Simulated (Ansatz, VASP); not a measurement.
**SnO2: VASP beside Ansatz**

INCAR

```
SYSTEM = SnO2
ALGO = Normal
EDIFF = 1E-6
ENCUT = 520
GGA = PS
ISIF = 2
ISMEAR = 0
LASPH = .True.
LCHARG = .True.
LELF = .True.
LREAL = .False.
LVHAR = .True.
LWAVE = .False.
NBANDS = 35
NELM = 100
PREC = Accurate
SIGMA = 0.05
```

File KPOINTS:

```
k-points
0
Gamma
  6 6 8
  0 0 0
```

Contents of POSCAR:

```
SnO2
1.0
    4.8483620387      0.0000000000      0.0000000000
    0.0000000000      4.8483620387      0.0000000000
    0.0000000000      0.0000000000      3.2649990520
Sn O
2 4
Direct
    0.0000000000      0.0000000000      0.0000000000
    0.5000000000      0.5000000000      0.5000000000
    0.2176265853      0.3949695495      0.0000000000
    0.2823734147      0.8949695495      0.5000000000
    0.7823734147      0.6050304505      0.0000000000
    0.7176265853      0.1050304505      0.5000000000
```

Input for Ansatz:

```yaml
crystal:
  lattice:
    - [4.8483620387, 0.0, 0.0]
    - [0.0, 4.8483620387, 0.0]
    - [0.0, 0.0, 3.264999052]
  atoms:
    - { symbol: Sn, position: [0.0, 0.0, 0.0] }
    - { symbol: Sn, position: [0.5, 0.5, 0.5] }
    - { symbol: O, position: [0.2176265853, 0.3949695495, 0.0] }
    - { symbol: O, position: [0.2823734147, 0.8949695495, 0.5] }
    - { symbol: O, position: [0.7823734147, 0.6050304505, 0.0] }
    - { symbol: O, position: [0.7176265853, 0.1050304505, 0.5] }
basis:
  ecutwfc: 520.0
kpoints:
  mp_grid: { grid: [6, 6, 8] }
hamiltonian:
  xc: pbesol
  pseudopotentials: { kind: paw, azcp: { folder: soft_1 } }
scf:
  occupations: { method: gaussian, width: 0.05 }
output:
  forces: true
  stress: true
  eigenvalues: true
```

Change from the starting cell: mode 4 frozen in at -0.598 Å, equal normal strain along x, y and z +0.0167.

Alike in both runs: task single point; functional PBEsol; k mesh 6 × 6 × 8; occupations gaussian, width 0.05 eV; no spin polarisation.

|  | VASP | Ansatz |
| --- | --- | --- |
| version | VASP 6.6.1 | Ansatz 0.2.0 |
| potentials or method | VASP PAW PBE potentials, release 64 (Sn_d, O), cutoff 520 eV | scalar-relativistic, plane waves, PAW |
| valence electrons in the cell | 52 | 52 |

Ansatz gave:

* gap on the k mesh at the Fermi level (eV): 0.16
* least direct gap on the mesh (eV): 0.16
* pressure (GPa): -15.4
* traceless stress, the component that is largest in VASP (GPa): -3.24
* rms of the force components (eV/Å): 1.069

Which values does VASP return?

gap on the k mesh at the Fermi level (eV): 0.14; least direct gap on the mesh (eV): 0.14; pressure (GPa): -14.9; traceless stress, the component that is largest in VASP (GPa): -3.11; rms of the force components (eV/Å): 1.058.

VASP's potentials were made for PBE, not for PBEsol, and Ansatz warns of the same on its side. Atom by atom the forces differ by 0.011 eV/Å (rms over components).
